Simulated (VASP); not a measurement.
**SiC: single point with PBE**

The system is SiC.

```
Si C
1.0
     3.09194    5.35539    5.07429
    -6.18387    0.00000    5.07429
     3.09194   -5.35539    5.07429
Si C
24 24
Direct
  0.33319 0.66653 0.49986
  0.66653 0.99986 0.83319
  0.49986 0.83319 0.16653
  0.49986 0.33319 0.66653
  0.33319 0.16653 0.99986
  0.66653 0.49986 0.33319
  0.99986 0.83319 0.66653
  0.83319 0.66653 0.99986
  0.16653 0.99986 0.33319
  0.83319 0.16653 0.49986
  0.16653 0.49986 0.83319
  0.99986 0.33319 0.16653
  0.49986 0.66653 0.83319
  0.83319 0.99986 0.16653
  0.66653 0.83319 0.49986
  0.66653 0.33319 0.99986
  0.49986 0.16653 0.33319
  0.83319 0.49986 0.66653
  0.16653 0.83319 0.99986
  0.99986 0.66653 0.33319
  0.33319 0.99986 0.66653
  0.99986 0.16653 0.83319
  0.33319 0.49986 0.16653
  0.16653 0.33319 0.49986
  0.45847 0.79181 0.62514
  0.79181 0.12514 0.95847
  0.62514 0.95847 0.29181
  0.62514 0.45847 0.79181
  0.45847 0.29181 0.12514
  0.79181 0.62514 0.45847
  0.12514 0.95847 0.79181
  0.95847 0.79181 0.12514
  0.29181 0.12514 0.45847
  0.95847 0.29181 0.62514
  0.29181 0.62514 0.95847
  0.12514 0.45847 0.29181
  0.29181 0.45847 0.62514
  0.62514 0.79181 0.95847
  0.45847 0.62514 0.29181
  0.45847 0.12514 0.79181
  0.29181 0.95847 0.12514
  0.62514 0.29181 0.45847
  0.95847 0.62514 0.79181
  0.79181 0.45847 0.12514
  0.12514 0.79181 0.45847
  0.79181 0.95847 0.62514
  0.12514 0.29181 0.95847
  0.95847 0.12514 0.29181
```

```json
{
 "Program": "VASP 6.6.1",
 "Task": "single point",
 "Functional": "PBE",
 "Potentials or basis": "VASP PAW PBE potentials, release 64 (Si, C)",
 "Cutoff": "520 eV",
 "k mesh": "2 × 2 × 2, shifted",
 "Occupations": "gaussian, width 0.01 eV",
 "Spin": "no spin polarisation",
 "Dipole correction": "no",
 "Further INCAR settings": "LREAL = Auto; ALGO = Normal; EDIFF = 1e-06; NBANDS = 126"
}
```

```
Pressure               : 0.0 GPa
Band gap on the k mesh : 2.67 eV
```

Levels at points of the mesh, in eV from the valence-band top:
| k point | band 92 | band 93 | band 94 | band 95 | band 96 | band 97 | band 98 | band 99 | band 100 | band 101 |
| --- | --- | --- | --- | --- | --- | --- | --- | --- | --- | --- |
| (0.25, 0.25, 0.25) | -0.96 | -0.92 | -0.92 | 0.00 | 0.00 | 2.67 | 3.29 | 3.29 | 3.29 | 3.46 |

Run time: 5.2 min on 1 thread of Intel Xeon 8259CL (shared host), peak memory 0.5 GiB.

Caveat: a shifted mesh leaves out Γ, where band edges can lie. A k mesh can miss the band edges.
